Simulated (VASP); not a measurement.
Input of a VASP 6.6.1 run:

File INCAR:

```
ALGO     = Normal         # electronic algorithm
EDIFF    = 1E-6           # SCF threshold, eV
ENCUT    = 520            # plane-wave cutoff, eV
GGA      = PS             # functional
ISIF     = 2              # what is computed and relaxed
ISMEAR   = 1              # smearing method
LASPH    = T              # aspherical terms in the spheres
LCHARG   = F              # write CHGCAR
LREAL    = F              # projectors in reciprocal space
LWAVE    = F              # write WAVECAR
NBANDS   = 14             # bands
NELM     = 80             # most SCF steps
PREC     = Accurate       # precision mode
SIGMA    = 0.15           # smearing width, eV
```

File KPOINTS:

```
k-points
0
Gamma
  9 9 3
```

POSCAR

```
Al
1.0
    2.8017206834      0.0000000000      0.0000000000
   -1.4008608372      2.4263617812      0.0000000000
    0.0000000000      0.0000000000      9.1036029744
Al
4
Direct
    0.0000000000      0.0000000000      0.0000000000
    0.3333333333      0.6666666667      0.2500000000
    0.0000000000      0.0000000000      0.5000000000
    0.6666666667      0.3333333333      0.7500000000
```

Potentials or basis: VASP PAW PBE potentials, release 64 (Al).

Command:

```console
$ cat potpaw_PBE.64/Al/POTCAR > POTCAR
$ mpirun -np 1 vasp_std > vasp.out
```

Q: Predict the band gap on the k mesh.

A: Zero (band 6 reaches 12.72 eV, above the bottom of band 7 at 7.24 eV).

Q: Predict the pressure.

A: 4.1 GPa.

Stress tensor (GPa, compression positive):
```
2.77 0.00 0.00
0.00 2.77 0.00
0.00 0.00 6.89
```

Caveat: the PAW data sets were made with another functional, which shifts forces and pressure a little.
